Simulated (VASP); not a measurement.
# Ti4C in VASP: further runs

Runs on Ti4C. Level: LDA. Tasks: single point.

All numbers are computed with VASP 6.6.1; they aren't measurements. Logs are shortened: lines on timing, memory, paths and dates and some standing lists are left out, and cuts for length are marked.

## (1) The cell of the first run

The cell holds a slab with vacuum, 5 atoms: a = 2.864 Å, b = 2.864 Å, c = 23.741 Å, α = 90.00°, β = 90.00°, γ = 120.00°.

## (2) Single point, LDA, collinear spin

The input, INCAR:

```
SYSTEM = Ti4C
  PREC = Accurate
  ENCUT = 520
  EDIFF = 1E-6
  ISMEAR = 0
  SIGMA = 0.1
  LREAL = .False.
  LASPH = .True.
  NELM = 200
  ALGO = Normal
  ISIF = 2
  LWAVE = .False.
  LCHARG = .False.
  ISPIN = 2
  MAGMOM = 0 0 0 0 2
  LORBIT = 11
  LMAXMIX = 4
  LDIPOL = .True.
  IDIPOL = 3
  DIPOL = 0.5 0.5 0.358
  GGA = CA
  NBANDS = 38
  GGA_COMPAT = .False.
  NELMDL = -8
```

The input, KPOINTS:

```
Automatic mesh
0
Gamma
  9 9 1
  0 0 0
```

The input, POSCAR:

```
Ti4C
1.0
    2.8641158420      0.0000000000      0.0000000000
   -1.4320579210      2.4803970786      0.0000000000
    0.0000000000      0.0000000000     23.7412386371
Ti C
4 1
Direct
    0.6666666667      0.3333333333      0.1684832060
    0.3333333333      0.6666666667      0.2640000202
    0.6666666667      0.3333333333      0.3633628936
    0.3333333333      0.6666666667      0.4524295805
    0.3333333333      0.6666666667      0.5404620556
```

Potentials or basis: VASP PAW LDA potentials, release 64 (Ti_sv, C).

Command:

```console
> cat potpaw_LDA.64/Ti_sv/POTCAR potpaw_LDA.64/C/POTCAR > POTCAR
> mpirun -np 1 vasp_std > vasp.out
```

OUTCAR:

```text
SYSTEM = Ti4C
   PREC = Accurate
   ENCUT = 520
   EDIFF = 1E-6
   ISMEAR = 0
   LREAL = .False.
   LASPH = .True.
   NELM = 200
   ISIF = 2
   ISPIN = 2
   LORBIT = 11
   GGA = CA
   NELMDL = -8

 ion  position               nearest neighbor table
   1  0.667  0.333  0.168-   2 2.81   2 2.81   2 2.81
   2  0.333  0.667  0.264-   1 2.81   1 2.81   1 2.81   3 2.88   3 2.88   3 2.88
   3  0.667  0.333  0.363-   4 2.68   4 2.68   4 2.68   2 2.88   2 2.88   2 2.88
   4  0.333  0.667  0.452-   5 2.09   3 2.68   3 2.68   3 2.68
   5  0.333  0.667  0.540-   4 2.09

  LATTYP: Found a hexagonal cell.
 ALAT       =     2.8641158420
 C/A-ratio  =     8.2892033517

  Lattice vectors:

 A1 = (   2.8641158420,   0.0000000000,   0.0000000000)
 A2 = (  -1.4320579210,   2.4803970786,   0.0000000000)
 A3 = (   0.0000000000,   0.0000000000,  23.7412386371)

Analysis of symmetry for initial positions (statically):
=====================================================================
 Subroutine PRICEL returns:
 Original cell was already a primitive cell.

 Routine SETGRP: Setting up the symmetry group for a
 hexagonal supercell.

 Subroutine GETGRP returns: Found  6 space group operations
 (whereof  6 operations were pure point group operations)
 out of a pool of 24 trial point group operations.

The static configuration has the point symmetry C_3v.

Analysis of symmetry for dynamics (positions and initial velocities):
=====================================================================
 Subroutine PRICEL returns:
 Original cell was already a primitive cell.

 Routine SETGRP: Setting up the symmetry group for a
 hexagonal supercell.

 Subroutine GETGRP returns: Found  6 space group operations
 (whereof  6 operations were pure point group operations)
 out of a pool of 24 trial point group operations.

The dynamic configuration has the point symmetry C_3v.

Analysis of structural, dynamic, and magnetic symmetry:
=====================================================================
 Subroutine PRICEL returns:
 Original cell was already a primitive cell.

 Routine SETGRP: Setting up the symmetry group for a
 hexagonal supercell.

 Subroutine GETGRP returns: Found  6 space group operations
 (whereof  6 operations were pure point group operations)
 out of a pool of 24 trial point group operations.

The overall configuration has the point symmetry C_3v.

 Subroutine INISYM returns: Found  6 space group operations
 (whereof  6 operations are pure point group operations),
 and found     1 'primitive' translations

----------------------------------------------------------------------------------------

                                     Primitive cell

  volume of cell :     168.6612

  direct lattice vectors                    reciprocal lattice vectors
     2.864115842  0.000000000  0.000000000     0.349147889  0.201580628  0.000000000
    -1.432057921  2.480397079  0.000000000     0.000000000  0.403161255  0.000000000
     0.000000000  0.000000000 23.741238637     0.000000000  0.000000000  0.042120802

  length of vectors
     2.864115842  2.864115842 23.741238637     0.403161255  0.403161255  0.042120802

  position of ions in fractional coordinates (direct lattice)
     0.666666667  0.333333333  0.168483206
     0.333333333  0.666666667  0.264000020
     0.666666667  0.333333333  0.363362894
     0.333333333  0.666666667  0.452429581
     0.333333333  0.666666667  0.540462056

  ion indices of the primitive-cell ions
   primitive index   ion index
                 1           1
                 2           2
                 3           3
                 4           4
                 5           5

----------------------------------------------------------------------------------------

 KPOINTS: Automatic mesh

Automatic generation of k-mesh.
 Grid dimensions read from file:
 generate k-points for:    9    9    1

 Generating k-lattice:

  Cartesian coordinates                     Fractional coordinates (reciprocal lattice)
     0.038794210  0.022397848  0.000000000     0.111111111  0.000000000  0.000000000
     0.000000000  0.044795695  0.000000000     0.000000000  0.111111111  0.000000000
     0.000000000  0.000000000  0.042120802     0.000000000  0.000000000  1.000000000

  Length of vectors
     0.044795695  0.044795695  0.042120802

[... 26 lines left out ...]
   dimension x,y,z NGXF=    48 NGYF=   48 NGZF=  360
   ions per type =               4   1
   NGX,Y,Z   is equivalent  to a cutoff of  13.93, 13.93, 12.60 a.u.
   NGXF,Y,Z  is equivalent  to a cutoff of  27.86, 27.86, 25.21 a.u.
 SYSTEM =  Ti4C
   PREC   = accura    normal or accurate (medium, high low for compatibility)
   ISTART =      0    job   : 0-new  1-cont  2-samecut
   ICHARG =      2    charge: 1-file 2-atom 10-const
   ISPIN  =      2    spin polarized calculation?
   LNONCOLLINEAR =      F non collinear calculations
   LSORBIT =      F    spin-orbit coupling
   LASPH  =      T    aspherical Exc in radial PAW
   ENCUT  =  520.0 eV  38.22 Ry    6.18 a.u.   5.33  5.33 44.14*2*pi/ulx,y,z
   NELM   =    200;   NELMIN=  2; NELMDL= -8     # of ELM steps
   EDIFF  = 0.1E-05   stopping-criterion for ELM
   LREAL  =      F    real-space projection
   EDIFFG = 0.1E-04   stopping-criterion for IOM
   NSW    =      0    number of steps for IOM
   IBRION =     -1    ionic relax: 0-MD 1-quasi-New 2-CG
   NFREE  =      0    steps in history (QN), initial steepest desc. (CG)
   ISIF   =      2    stress and relaxation
   ISYM   =      2    0-nonsym 1-usesym 2-fastsym
   POTIM  = 0.5000    time-step for ionic-motion
   TEBEG  =    0.0;   TEEND  =   0.0 temperature during run
   PSTRESS=    0.0 pullay stress
   NELECT =      52.0000    total number of electrons
   NUPDOWN=      -1.0000    fix difference up-down
   EMIN   =  10.00;   EMAX   =-10.00  energy-range for DOS
   EFERMI =   0.00;   METHOD = LEGACY
   ISMEAR =     0;   SIGMA  =   0.10  broadening in eV -4-tet -1-fermi 0-gaus
   EFERMI_NEDOS =   21; number of points for ismear=-14 and -15
   IALGO  =     38    algorithm
   IMIX   =      4    mixing-type and parameters
     AMIX     =   0.40;   BMIX     =  1.00
     AMIX_MAG =   1.60;   BMIX_MAG =  1.00
  volume/ion in A,a.u.               =      33.73       227.64
  Fermi-wavevector in a.u.,A,eV,Ry     =   1.105955  2.089952 16.641790  1.223137
  Thomas-Fermi vector in A             =   2.242450
   LORBIT       =     11    0 simple, 1 ext, 2 COOP (PROOUT), +10 PAW based schemes
   GGA     = CA    functional components
   LHFCALC =     F    Hartree Fock is set to
   AEXX    =    0.0000 exact exchange contribution
   IVDW    =     0    specifies the selected vdW correction
   LEPSILON=     F    determine dielectric tensor
   LRPA    =     F    only Hartree local field effects (RPA)
 spin polarized calculation
 Gauss-broadening in eV      SIGMA  =   0.10
  energy-cutoff  :      520.00
  volume of cell :      168.66
 maximum number of plane-waves:      4577
 NGX is ok and might be reduce to    24
   NGX = 11   NGY = 11   NGZ = 89

 dipolmoment           0.000000      0.000000     -0.012956 electrons x Angstroem

 number of electron      52.0000003 magnetization       0.1863103

 dipolmoment           0.000000      0.000000      0.100239 electrons x Angstroem

 Free energy of the ion-electron system (eV)
  ---------------------------------------------------
  ext. energy  EPLUGINS =         0.00000000
  ---------------------------------------------------
  free energy    TOTEN  =       -37.67395933 eV

  energy without entropy =      -37.63101076  energy(sigma->0) =      -37.65248505

 E-fermi :   0.2929     XC(G=0):  -6.2075

 val. band max:        0.2687789320   @ k =   0.3333   0.3333   0.0000
 cond. band min:       0.3234422589   @ k =   0.3333   0.2222   0.0000
 fundamental gap:      0.0546633269
 Fermi energy:         0.2929124879

 spin component 1

 k-point     1 :       0.0000    0.0000    0.0000
  band No.  band energies     occupation
      1     -55.8368      1.00000
      2     -55.6371      1.00000
      3     -55.5768      1.00000
      4     -55.4252      1.00000
      5     -32.7057      1.00000
      6     -32.5127      1.00000
[... 481 lines left out ...]
     37       3.6395      0.00000
     38       3.6721      0.00000
 Fermi energy:         0.2929124879

 spin component 2

 k-point     1 :       0.0000    0.0000    0.0000
  band No.  band energies     occupation
      1     -55.8822      1.00000
      2     -55.6341      1.00000
      3     -55.5555      1.00000
      4     -55.3973      1.00000
      5     -32.7269      1.00000
      6     -32.5031      1.00000
[... 481 lines left out ...]
     37       3.6634      0.00000
     38       3.6699      0.00000

------------------------ aborting loop because EDIFF is reached ----------------------------------------

 vacuum level on the upper side and lower side of the slab       (xc-potential included)         1.240        -1.562

  FORCE on cell =-STRESS in cart. coord.  units (eV):
  Direction    XX          YY          ZZ          XY          YZ          ZX
  --------------------------------------------------------------------------------------
  -------------------------------------------------------------------------------------
  Total       -3.2243488     -3.2243488     -3.2192327      0.0000000      0.0000000      0.0000000
  in kB      -30.6293259    -30.6293259    -30.5807254      0.0000000      0.0000000      0.0000000
  external PRESSURE =     -30.6131257 kB  Pullay stress =       0.0000000 kB

 VOLUME and BASIS-vectors are now :
 -----------------------------------------------------------------------------
  energy-cutoff  :      520.00
  volume of cell :      168.66
      direct lattice vectors                 reciprocal lattice vectors
     2.864115842  0.000000000  0.000000000     0.349147889  0.201580628  0.000000000
    -1.432057921  2.480397079  0.000000000     0.000000000  0.403161255  0.000000000
     0.000000000  0.000000000 23.741238637     0.000000000  0.000000000  0.042120802

 POSITION                                       TOTAL-FORCE (eV/Angst)
 -----------------------------------------------------------------------------------
      1.43206      0.82680      4.00000        -0.000000     -0.000000      0.543895
     -0.00000      1.65360      6.26769         0.000000      0.000000     -0.293829
      1.43206      0.82680      8.62669        -0.000000      0.000000     -0.948024
     -0.00000      1.65360     10.74124         0.000000      0.000000      2.060667
     -0.00000      1.65360     12.83124        -0.000000      0.000000     -1.362709
 -----------------------------------------------------------------------------------
    total drift:                                0.000000      0.000000     -0.002785

  FREE ENERGIE OF THE ION-ELECTRON SYSTEM (eV)
  ---------------------------------------------------
  free  energy   TOTEN  =       -37.6739593294 eV

  energy  without entropy=      -37.6310107612  energy(sigma->0) =      -37.65248505

 vacuum level on the upper side and lower side of the slab         7.542         4.660

 total charge

# of ion       s       p       d       tot
------------------------------------------
    1        2.267   6.066   1.964  10.297
    2        2.263   6.128   1.952  10.343
    3        2.274   6.133   1.993  10.401
    4        2.273   6.131   2.017  10.422
    5        1.029   0.985   0.000   2.015
--------------------------------------------------
tot         10.107  25.443   7.927  43.476

 magnetization (x)

# of ion       s       p       d       tot
------------------------------------------
    1       -0.001  -0.005  -0.050  -0.056
    2        0.000   0.001  -0.003  -0.001
    3        0.000   0.001   0.032   0.034
    4        0.001   0.006   0.031   0.038
    5        0.008   0.105   0.000   0.113
--------------------------------------------------
tot          0.009   0.108   0.010   0.128
```

Wall time 11 min (1 thread of Intel Xeon 8259CL, shared host); peak memory 0.33 GiB.

Results:

```yaml
Free_energy: -37.6740 eV
Largest_force: 2.061 eV/Å
Net_moment: 0.19 μB per cell
Site_moments: Ti -0.06, -0.00, +0.03, +0.04; C +0.11 μB
Valence_electrons_inside_the_program's_atomic_spheres: Ti 10.30, 10.34, 10.40, 10.42; C 2.02
```

Forces in eV/Å, atoms in the order of the input:
```
Ti   0.000  0.000  0.544
Ti   0.000  0.000 -0.294
Ti   0.000  0.000 -0.948
Ti   0.000  0.000  2.061
C    0.000  0.000 -1.363
```

(Continued in part 2 of 3.)
